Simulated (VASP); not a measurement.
Input of a VASP 6.6.1 run:

POSCAR

```
Al4N5
1.0
    3.1066653380      0.0000000000      0.0000000000
   -1.5533326690      2.6904511037      0.0000000000
    0.0000000000      0.0000000000     27.0569797326
N Al
5 4
Direct
    0.3333333333      0.6666666667      0.3141518412
    0.6666666667      0.3333333334      0.4061503734
    0.3334871485      0.6667435742      0.4980542986
    0.6658310021      0.3329155010      0.5901221238
    0.1033967351      0.5516983675      0.6796585149
    0.6666666667      0.3333333334      0.3359344817
    0.3333333333      0.6666666667      0.4279330140
    0.6668128647      0.3334064323      0.5200716538
    0.3384092843      0.6692046422      0.6127783817
```

The input INCAR.step1:

```
PREC = Accurate
ENCUT = 520
ISMEAR = 0
SIGMA = 0.05
LREAL = F
LASPH = T
NELM = 150
ISPIN = 2
MAGMOM = 0 0 0 0 3 0 0 0 0
LDIPOL = T
IDIPOL = 3
DIPOL = 0.5 0.5 0.487
NBANDS = 32
GGA = PE
ALGO = Normal
EDIFF = 1E-4
LWAVE = T
LCHARG = F
```

The input INCAR.step2:

```
PREC = Accurate
ENCUT = 520
EDIFF = 1E-6
ISMEAR = 0
SIGMA = 0.05
LREAL = F
LASPH = T
NELM = 150
ALGO = Normal
ISIF = 2
LWAVE = F
LCHARG = F
ISPIN = 2
MAGMOM = 0 0 0 0 3 0 0 0 0
LORBIT = 11
LDIPOL = T
IDIPOL = 3
DIPOL = 0.5 0.5 0.487
METAGGA = R2SCAN
LMIXTAU = T
NBANDS = 32
ISTART = 1
```

Contents of KPOINTS:

```
Automatic mesh
0
Gamma
  9 9 1
```

Potentials or basis: VASP PAW PBE potentials, release 64 (N, Al).

Command:

```sh
$ cat potpaw_PBE.64/N/POTCAR potpaw_PBE.64/Al/POTCAR > POTCAR
$ cp INCAR.step1 INCAR
$ mpirun -np 1 vasp_std > vasp.out
$ cp INCAR.step2 INCAR
$ mpirun -np 1 vasp_std > vasp.out
```

Q: What does it give for the largest force?

A: 2.170 eV/Å.

Q: Estimate the site moments.

A: N -0.43, -0.04, +0.00, +0.08, +1.48; Al +0.01, -0.00, -0.01 (each value once) μB.

Q: Predict the net moment.

A: 1.58 μB per cell.

Forces in eV/Å, atoms in the order of the input:
```
N    0.000  0.000  2.104
N    0.001  0.000  0.088
N    0.001  0.000 -0.022
N   -0.003 -0.002 -0.002
N    0.011  0.006  0.014
Al   0.000  0.000 -2.170
Al   0.001  0.001  0.006
Al  -0.001 -0.001  0.008
Al  -0.009 -0.005 -0.025
```

Caveat: the PAW data sets were made with another functional, which shifts forces and pressure a little.
